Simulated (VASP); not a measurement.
# C (I4_1/amd) in VASP: notebook

C is run at these levels: r2SCAN; tasks: single point.

Program: VASP 6.6.1. These are calculated values, not measurements. Logs are shortened: lines on timing, memory, paths and dates and some standing lists are left out, and cuts for length are marked.

### Step 1. The cell of the first run

It takes space group I4_1/amd (No. 141, tetragonal). The conventional cell has a = 2.455 Å, b = 2.455 Å, c = 3.738 Å, α = 90.00°, β = 90.00°, γ = 90.00°. C (site symmetry -4m2) has 4 C at 1.54 Å within 2.1 Å.

### Step 2. Single point, r2SCAN (strain -0.025 along x and y, +0.050 along z)

Input file POSCAR:

```
C
1.0
    0.0000000000      1.7356381642      1.8691487922
    1.7356381642      0.0000000000      1.8691487922
    1.7356381642      1.7356381642      0.0000000000
C
2
Direct
    0.5000000000      0.5000000000      0.5000000000
    0.7500000000      0.7500000000      0.7500000000
```

Input file INCAR.step1:

```
PREC     = Accurate       # precision mode
ENCUT    = 1430           # plane-wave cutoff, eV
ISMEAR   = 0              # smearing method
SIGMA    = 0.05           # smearing width, eV
LREAL    = F              # projectors in reciprocal space
LASPH    = T              # aspherical terms in the spheres
NELM     = 120            # most SCF steps
NBANDS   = 11             # bands
GGA      = PE             # functional
ALGO     = Normal         # electronic algorithm
EDIFF    = 1E-5           # SCF threshold, eV
LWAVE    = T              # write WAVECAR
LCHARG   = F              # write CHGCAR
GGA_COMPAT= F
```

Input file INCAR.step2:

```
PREC     = Accurate       # precision mode
ENCUT    = 1430           # plane-wave cutoff, eV
EDIFF    = 1E-6           # SCF threshold, eV
ISMEAR   = 0              # smearing method
SIGMA    = 0.05           # smearing width, eV
LREAL    = F              # projectors in reciprocal space
LASPH    = T              # aspherical terms in the spheres
NELM     = 120            # most SCF steps
ALGO     = Normal         # electronic algorithm
ISIF     = 2              # what is computed and relaxed
LWAVE    = F              # write WAVECAR
LCHARG   = T              # write CHGCAR
METAGGA  = R2SCAN         # meta-GGA
LMIXTAU  = T            
LELF     = T              # ELF
LVHAR    = T            
NBANDS   = 11             # bands
ISTART   = 1            
GGA_COMPAT= F
```

Input file KPOINTS:

```
regular mesh
0
Gamma
  12 12 12
```

Potentials or basis: VASP PAW PBE potentials, release 64 (C_h).

On the command line:

```sh
$ cat potpaw_PBE.64/C_h/POTCAR > POTCAR
$ cp INCAR.step1 INCAR
$ mpirun -np 1 vasp_std > vasp.out
$ cp INCAR.step2 INCAR
$ mpirun -np 1 vasp_std > vasp.out
```

OUTCAR:

```text
PREC = Accurate
   ENCUT = 1430
   EDIFF = 1E-6
   ISMEAR = 0
   LREAL = F
   LASPH = T
   NELM = 120
   ISIF = 2
   METAGGA = R2SCAN
   ISTART = 1

 ion  position               nearest neighbor table
   1  0.500  0.500  0.500-
   2  0.750  0.750  0.750-

  LATTYP: Found a body centered tetragonal cell.
 ALAT       =     2.4545630312
 C/A-ratio  =     1.5229992210

  Lattice vectors:

 A1 = (  -1.7356381642,   0.0000000000,   1.8691487922)
 A2 = (   1.7356381642,   0.0000000000,   1.8691487922)
 A3 = (   0.0000000000,   1.7356381642,  -1.8691487922)

Analysis of symmetry for initial positions (statically):
=====================================================================
 Subroutine PRICEL returns:
 Original cell was already a primitive cell.

 Routine SETGRP: Setting up the symmetry group for a
 body centered tetragonal supercell.

 Subroutine GETGRP returns: Found 16 space group operations
 (whereof  8 operations were pure point group operations)
 out of a pool of 16 trial point group operations.

The static configuration has the point symmetry D_2d.
 The point group associated with its full space group is D_4h.

Analysis of symmetry for dynamics (positions and initial velocities):
=====================================================================
 Subroutine PRICEL returns:
 Original cell was already a primitive cell.

 Routine SETGRP: Setting up the symmetry group for a
 body centered tetragonal supercell.

 Subroutine GETGRP returns: Found 16 space group operations
 (whereof  8 operations were pure point group operations)
 out of a pool of 16 trial point group operations.

The dynamic configuration has the point symmetry D_2d.
 The point group associated with its full space group is D_4h.

 Subroutine INISYM returns: Found 16 space group operations
 (whereof  8 operations are pure point group operations),
 and found     1 'primitive' translations

----------------------------------------------------------------------------------------

                                     Primitive cell

  volume of cell :      11.2614

  direct lattice vectors                    reciprocal lattice vectors
     0.000000000  1.735638164  1.869148792    -0.288078478  0.288078478  0.267501443
     1.735638164  0.000000000  1.869148792     0.288078478 -0.288078478  0.267501443
     1.735638164  1.735638164  0.000000000     0.288078478  0.288078478 -0.267501443

  length of vectors
     2.550716967  2.550716967  2.454563031     0.487376077  0.487376077  0.487376077

  position of ions in fractional coordinates (direct lattice)
     0.500000000  0.500000000  0.500000000
     0.750000000  0.750000000  0.750000000

  ion indices of the primitive-cell ions
   primitive index   ion index
                 1           1
                 2           2

----------------------------------------------------------------------------------------

 KPOINTS: regular mesh

Automatic generation of k-mesh.
 Grid dimensions read from file:
 generate k-points for:   12   12   12

 Generating k-lattice:

  Cartesian coordinates                     Fractional coordinates (reciprocal lattice)
    -0.024006540  0.024006540  0.022291787     0.083333333  0.000000000  0.000000000
     0.024006540 -0.024006540  0.022291787     0.000000000  0.083333333  0.000000000
     0.024006540  0.024006540 -0.022291787    -0.000000000 -0.000000000  0.083333333

  Length of vectors
     0.040614673  0.040614673  0.040614673

  Shift w.r.t. Gamma in fractional coordinates (k-lattice)
     0.000000000  0.000000000  0.000000000

 Subroutine IBZKPT returns following result:
 ===========================================

 Found    163 irreducible k-points:

 Following reciprocal coordinates:
            Coordinates               Weight
  0.000000  0.000000  0.000000      1.000000
  0.083333  0.000000  0.000000      8.000000
  0.166667  0.000000  0.000000      8.000000
  0.250000  0.000000  0.000000      8.000000
  0.333333  0.000000  0.000000      8.000000
  0.416667 -0.000000  0.000000      8.000000
[... 16 lines left out ...]
  0.500000  0.166667  0.000000      8.000000
 -0.416667  0.166667  0.000000      8.000000
 [... further k-points ...]
   k-points           NKPTS =    163   k-points in BZ     NKDIM =    163   number of bands    NBANDS=     11
   number of dos      NEDOS =    301   number of ions     NIONS =      2
   total plane-waves  NPLWV =  30720
   dimension x,y,z NGX =    32 NGY =   32 NGZ =   30
   dimension x,y,z NGXF=    64 NGYF=   64 NGZF=   60
   ions per type =               2
   NGX,Y,Z   is equivalent  to a cutoff of  20.86, 20.86, 20.32 a.u.
   NGXF,Y,Z  is equivalent  to a cutoff of  41.71, 41.71, 40.64 a.u.
 SYSTEM =  unknown system
   PREC   = accura    normal or accurate (medium, high low for compatibility)
   ISTART =      1    job   : 0-new  1-cont  2-samecut
   ICHARG =      0    charge: 1-file 2-atom 10-const
   ISPIN  =      1    spin polarized calculation?
   LNONCOLLINEAR =      F non collinear calculations
   LSORBIT =      F    spin-orbit coupling
   LASPH  =      T    aspherical Exc in radial PAW
   ENCUT  = 1430.0 eV 105.10 Ry   10.25 a.u.   7.86  7.86  7.57*2*pi/ulx,y,z
   NELM   =    120;   NELMIN=  2; NELMDL=  0     # of ELM steps
   EDIFF  = 0.1E-05   stopping-criterion for ELM
   LREAL  =      F    real-space projection
   EDIFFG = 0.1E-04   stopping-criterion for IOM
   NSW    =      0    number of steps for IOM
   IBRION =     -1    ionic relax: 0-MD 1-quasi-New 2-CG
   NFREE  =      0    steps in history (QN), initial steepest desc. (CG)
   ISIF   =      2    stress and relaxation
   ISYM   =      2    0-nonsym 1-usesym 2-fastsym
   POTIM  = 0.5000    time-step for ionic-motion
   TEBEG  =    0.0;   TEEND  =   0.0 temperature during run
   PSTRESS=    0.0 pullay stress
   NELECT =       8.0000    total number of electrons
   NUPDOWN=      -1.0000    fix difference up-down
   EMIN   =  10.00;   EMAX   =-10.00  energy-range for DOS
   EFERMI =   0.00;   METHOD = LEGACY
   ISMEAR =     0;   SIGMA  =   0.05  broadening in eV -4-tet -1-fermi 0-gaus
   EFERMI_NEDOS =   21; number of points for ismear=-14 and -15
   IALGO  =     38    algorithm
   IMIX   =      4    mixing-type and parameters
     AMIX     =   0.40;   BMIX     =  1.00
     AMIX_MAG =   1.60;   BMIX_MAG =  1.00
  volume/ion in A,a.u.               =       5.63        38.00
  Fermi-wavevector in a.u.,A,eV,Ry     =   1.460744  2.760406 29.031740  2.133773
  Thomas-Fermi vector in A             =   2.577157
   LORBIT       =      0    0 simple, 1 ext, 2 COOP (PROOUT), +10 PAW based schemes
   METAGGA = R2SCAN    functional components
   LHFCALC =     F    Hartree Fock is set to
   AEXX    =    0.0000 exact exchange contribution
   IVDW    =     0    specifies the selected vdW correction
   LEPSILON=     F    determine dielectric tensor
   LRPA    =     F    only Hartree local field effects (RPA)
 non-spin polarized calculation
 Gauss-broadening in eV      SIGMA  =   0.05
  energy-cutoff  :     1430.00
  volume of cell :       11.26
 maximum number of plane-waves:      1420
   NGX = 15   NGY = 15   NGZ = 15

 number of electron       8.0000000 magnetization

 Free energy of the ion-electron system (eV)
  ---------------------------------------------------
  ext. energy  EPLUGINS =         0.00000000
  ---------------------------------------------------
  free energy    TOTEN  =       -19.58799643 eV

  energy without entropy =      -19.58799643  energy(sigma->0) =      -19.58799643

 E-fermi :  11.7037     XC(G=0): -14.3156

 val. band max:       11.4578972399   @ k =   0.0000   0.0000   0.0000
 cond. band min:      14.8665140980   @ k =   0.3333   0.0000   0.3333
 fundamental gap:      3.4086168581
 Fermi energy:        11.7036551798

 k-point     1 :       0.0000    0.0000    0.0000
  band No.  band energies     occupation
      1     -11.7373      2.00000
      2      10.1801      2.00000
      3      11.4579      2.00000
      4      11.4579      2.00000
      5      16.6554      0.00000
      6      16.6554      0.00000
      7      17.6477      0.00000
      8      24.9244      0.00000
      9      31.5978      0.00000
     10      35.9602      0.00000
     11      37.4847      0.00000

 k-point     2 :       0.0833    0.0000    0.0000
  band No.  band energies     occupation
      1     -11.5349      2.00000
      2       9.4108      2.00000
      3      10.5593      2.00000
      4      11.1329      2.00000
      5      17.1268      0.00000
      6      17.1439      0.00000
      7      18.3262      0.00000
      8      25.1279      0.00000
      9      31.9406      0.00000
     10      34.3806      0.00000
     11      37.9686      0.00000

 k-point     3 :       0.1667    0.0000    0.0000
  band No.  band energies     occupation
      1     -10.9303      2.00000
      2       6.9842      2.00000
      3       9.4970      2.00000
      4      10.4470      2.00000
      5      17.8861      0.00000
      6      18.1737      0.00000
      7      19.5680      0.00000
      8      25.7205      0.00000
      9      32.4732      0.00000
     10      33.5064      0.00000
     11      35.9433      0.00000

 k-point     4 :       0.2500    0.0000    0.0000
  band No.  band energies     occupation
      1      -9.9331      2.00000
      2       4.0240      2.00000
      3       8.6061      2.00000
      4       9.7612      2.00000
      5      18.3636      0.00000
      6      19.2261      0.00000
      7      20.5515      0.00000
      8      26.5568      0.00000
      9      32.5345      0.00000
     10      34.1875      0.00000
     11      35.0916      0.00000
[... 239 lines left out ...]
 k-point    22 :       0.4167    0.1667    0.0000
  band No.  band energies     occupation
      1      -7.5922      2.00000
      2       0.8703      2.00000
      3       5.6459      2.00000
      4       7.4343      2.00000
      5      18.9651      0.00000
      6      22.2497      0.00000
      7      22.8275      0.00000
      8      25.4497      0.00000
      9      33.0340      0.00000
     10      33.8347      0.00000
     11      39.8883      0.00000

 k-point    23 :       0.5000    0.1667    0.0000
  band No.  band energies     occupation
      1      -5.9481      2.00000
      2      -1.4847      2.00000
      3       4.8642      2.00000
      4       7.5786      2.00000
      5      19.3863      0.00000
      6      22.2780      0.00000
      7      22.5838      0.00000
      8      27.1403      0.00000
      9      32.3033      0.00000
     10      35.6378      0.00000
     11      38.9981      0.00000

 k-point    24 :      -0.4167    0.1667    0.0000
  band No.  band energies     occupation
      1      -5.2094      2.00000
      2      -2.3618      2.00000
      3       4.4097      2.00000
      4       8.0096      2.00000
      5      19.9091      0.00000
      6      22.0011      0.00000
      7      22.1636      0.00000
      8      27.6518      0.00000
      9      32.2561      0.00000
     10      36.5134      0.00000
     11      36.8441      0.00000

 [... further k-points ...]
[... 5 lines left out ...]
  --------------------------------------------------------------------------------------
  -------------------------------------------------------------------------------------
  Total        1.8912970      1.8912970     -3.6867743      0.0000000     -0.0000000      0.0000000
  in kB      269.0779241    269.0779241   -524.5234185      0.0000000     -0.0000000      0.0000000
  external PRESSURE =       4.5441432 kB  Pullay stress =       0.0000000 kB

 VOLUME and BASIS-vectors are now :
 -----------------------------------------------------------------------------
  energy-cutoff  :     1430.00
  volume of cell :       11.26
      direct lattice vectors                 reciprocal lattice vectors
     0.000000000  1.735638164  1.869148792    -0.288078478  0.288078478  0.267501443
     1.735638164  0.000000000  1.869148792     0.288078478 -0.288078478  0.267501443
     1.735638164  1.735638164  0.000000000     0.288078478  0.288078478 -0.267501443

 POSITION                                       TOTAL-FORCE (eV/Angst)
 -----------------------------------------------------------------------------------
      1.73564      1.73564      1.86915         0.000000      0.000000      0.000000
      2.60346      2.60346      2.80372        -0.000000     -0.000000     -0.000000
 -----------------------------------------------------------------------------------
    total drift:                               -0.000000     -0.000000      0.000000

  FREE ENERGIE OF THE ION-ELECTRON SYSTEM (eV)
  ---------------------------------------------------
  free  energy   TOTEN  =       -19.5879964307 eV

  energy  without entropy=      -19.5879964307  energy(sigma->0) =      -19.58799643
```

It took 1.9 min on 1 thread of Intel Xeon Platinum 8488C (Sapphire Rapids), shared host; peak memory 0.21 GiB.

Results:

```
Free energy            : -19.5880 eV
Pressure               : 0.5 GPa
Band gap on the k mesh : 3.41 eV (least direct gap 5.20 eV)
```

Stress tensor (GPa, compression positive):
```
 26.91   0.00   0.00
  0.00  26.91   0.00
  0.00   0.00 -52.45
```

Caveat: the cell differs from its parent crystal (strain -0.025 along x and y, +0.050 along z); the stress differs along the axes, from -52 to 27 GPa; the PAW data sets were made with another functional, which shifts forces and pressure a little. A k mesh can miss the band edges.

### Step 3. Single point, r2SCAN (strain +0.000 along x and y, +0.025 along z)

Input file POSCAR:

```
C
1.0
    0.0000000000      1.7801417069      1.8246452496
    1.7801417069      0.0000000000      1.8246452496
    1.7801417069      1.7801417069      0.0000000000
C
2
Direct
    0.5000000000      0.5000000000      0.5000000000
    0.7500000000      0.7500000000      0.7500000000
```

Input file INCAR.step1:

```
PREC = Accurate
ENCUT = 1430
ISMEAR = 0
SIGMA = 0.05
LREAL = F
LASPH = T
NELM = 120
NBANDS = 11
GGA = PE
ALGO = Normal
EDIFF = 1E-5
LWAVE = T
LCHARG = F
GGA_COMPAT = F
```

Input file INCAR.step2:

```
PREC = Accurate
ENCUT = 1430
EDIFF = 1E-6
ISMEAR = 0
SIGMA = 0.05
LREAL = F
LASPH = T
NELM = 120
ALGO = Normal
ISIF = 2
LWAVE = F
LCHARG = T
METAGGA = R2SCAN
LMIXTAU = T
LELF = T
LVHAR = T
NBANDS = 11
ISTART = 1
GGA_COMPAT = F
```

KPOINTS is that of step 2.

Potentials or basis: VASP PAW PBE potentials, release 64 (C_h).

On the command line:

```sh
$ cat potpaw_PBE.64/C_h/POTCAR > POTCAR
$ cp INCAR.step1 INCAR
$ mpirun -np 1 vasp_std > vasp.out
$ cp INCAR.step2 INCAR
$ mpirun -np 1 vasp_std > vasp.out
```

OUTCAR:

```text
PREC = Accurate
   ENCUT = 1430
   EDIFF = 1E-6
   ISMEAR = 0
   LREAL = F
   LASPH = T
   NELM = 120
   ISIF = 2
   METAGGA = R2SCAN
   ISTART = 1

 ion  position               nearest neighbor table
   1  0.500  0.500  0.500-
   2  0.750  0.750  0.750-

  LATTYP: Found a body centered tetragonal cell.
 ALAT       =     2.5175005448
 C/A-ratio  =     1.4495689015
[... 522 lines left out ...]
      9      31.0807      0.00000
     10      35.6731      0.00000
     11      36.1678      0.00000

 [... further k-points ...]

------------------------ aborting loop because EDIFF is reached ----------------------------------------

  FORCE on cell =-STRESS in cart. coord.  units (eV):
  Direction    XX          YY          ZZ          XY          YZ          ZX
  --------------------------------------------------------------------------------------
  -------------------------------------------------------------------------------------
  Total       -0.2201109     -0.2201109     -1.9866241      0.0000000     -0.0000000      0.0000000
  in kB      -30.4954130    -30.4954130   -275.2381909      0.0000000     -0.0000000      0.0000000
  external PRESSURE =    -112.0763390 kB  Pullay stress =       0.0000000 kB

 VOLUME and BASIS-vectors are now :
 -----------------------------------------------------------------------------
  energy-cutoff  :     1430.00
  volume of cell :       11.56
      direct lattice vectors                 reciprocal lattice vectors
     0.000000000  1.780141707  1.824645250    -0.280876516  0.280876516  0.274025869
     1.780141707  0.000000000  1.824645250     0.280876516 -0.280876516  0.274025869
     1.780141707  1.780141707  0.000000000     0.280876516  0.280876516 -0.274025869

 POSITION                                       TOTAL-FORCE (eV/Angst)
 -----------------------------------------------------------------------------------
      1.78014      1.78014      1.82465        -0.000000      0.000000     -0.000000
      2.67021      2.67021      2.73697         0.000000     -0.000000      0.000000
 -----------------------------------------------------------------------------------
    total drift:                               -0.000000     -0.000000      0.000000

  FREE ENERGIE OF THE ION-ELECTRON SYSTEM (eV)
  ---------------------------------------------------
  free  energy   TOTEN  =       -19.6979960886 eV

  energy  without entropy=      -19.6979960886  energy(sigma->0) =      -19.69799609
```

Wall time 2.6 min (1 thread of Intel Xeon Platinum 8259CL at 2.50GHz (Skylake/Cascade Lake), shared host); peak memory 0.22 GiB.

What came out:

| Quantity | Value |
| --- | --- |
| Free energy | -19.6980 eV |
| Pressure | -11.2 GPa |
| Band gap on the k mesh | 4.00 eV (least direct gap 5.59 eV) |

Levels at points of the mesh, in eV from the valence-band top:
```csv
k point,band 1,band 2,band 3,band 4,band 5,band 6,band 7,band 8,band 9
"(0.00, 0.00, 0.00)",-22.54,-0.40,0.00,0.00,5.59,5.59,5.92,13.25,20.01
"(0.50, 0.00, 0.00)",-16.70,-13.94,-3.28,-2.81,8.19,8.80,9.15,16.41,22.76
"(0.50, 0.50, 0.00)",-13.81,-13.81,-6.40,-6.40,5.25,5.25,17.38,17.38,23.86
"(0.50, 0.00, 0.50)",-13.43,-13.43,-6.77,-6.77,4.65,4.65,17.49,17.49,24.21
```

Caveat: the cell differs from its parent crystal (strain +0.000 along x and y, +0.025 along z); the stress differs along the axes, from -28 to -3 GPa; the PAW data sets were made with another functional, which shifts forces and pressure a little.
